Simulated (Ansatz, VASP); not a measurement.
One calculation of BP, two programs

Contents of INCAR:

```
ALGO = Normal
EDIFF = 1E-7
EDIFFG = -0.04
ENCUT = 500
GGA = PE
GGA_COMPAT = False
IBRION = 2
ISIF = 3
ISMEAR = 0
LASPH = True
LCHARG = False
LREAL = False
LWAVE = False
NELM = 120
NELMIN = 4
NSW = 90
PREC = Accurate
SIGMA = 0.1
```

KPOINTS

```
k-points
0
Gamma
  6 6 6
```

Contents of POSCAR:

```
BP
1.0
    3.0337960900      0.0000000000      0.0000000000
    0.0000000000      3.0337960900      0.0000000000
    0.0000000000      0.0000000000      3.0337960900
B P
1 1
Direct
    0.0000000000      0.0000000000      0.0000000000
    0.5000000000      0.5000000000      0.5000000000
```

Input for Ansatz:

```yaml
crystal:
  lattice:
    - [3.03379609, 0.0, 0.0]
    - [0.0, 3.03379609, 0.0]
    - [0.0, 0.0, 3.03379609]
  atoms:
    - { symbol: B, position: [0.0, 0.0, 0.0] }
    - { symbol: P, position: [0.5, 0.5, 0.5] }
basis:
  ecutwfc: 420
kpoints:
  mp_grid: { grid: [6, 6, 6] }
hamiltonian:
  xc: pbe
scf:
  occupations: { method: gaussian, width: 0.1 }
  lower_state_search: "off"
output:
  forces: true
  stress: true
  eigenvalues: true
relax:
  adjacent_minimum: "off"
  f_tol: 0.04
  max_steps: 70
  cell: { stress_tol: 0.4 }
```

Change from the starting cell: species swapped into the BePd type (Pm-3m, No. 221).

Alike in both runs: task relaxation of cell and atoms; functional PBE; k mesh 6 × 6 × 6; occupations gaussian, width 0.1 eV; no spin polarisation.

|  | VASP | Ansatz |
| --- | --- | --- |
| version | VASP 6.6.1 | Ansatz 0.2.0 |
| potentials or method | VASP PAW PBE potentials, release 64 (B, P), cutoff 500 eV | scalar-relativistic, plane waves, PAW |
| valence electrons in the cell | 8 | 8 |

Ansatz gave:

```
gap on the k mesh at the Fermi level, each at its own relaxed structure (eV) : none
relaxed volume (Å³/atom)                                                     : 10.19
relaxed cell length with the largest relative difference (Å)                 : 2.732
```

**Question.** Estimate VASP's values.

**Answer.** gap on the k mesh at the Fermi level, each at its own relaxed structure (eV): none; relaxed volume (Å³/atom): 10.18; relaxed cell length with the largest relative difference (Å): 2.730.

A gap of «none» marks a metal or a gap that the smearing closes.

Noted on VASP's run: the volume moved by over 15 % at a fixed basis, so the end points are rough; too few bands were computed for a metal, which touches its energy and stress.
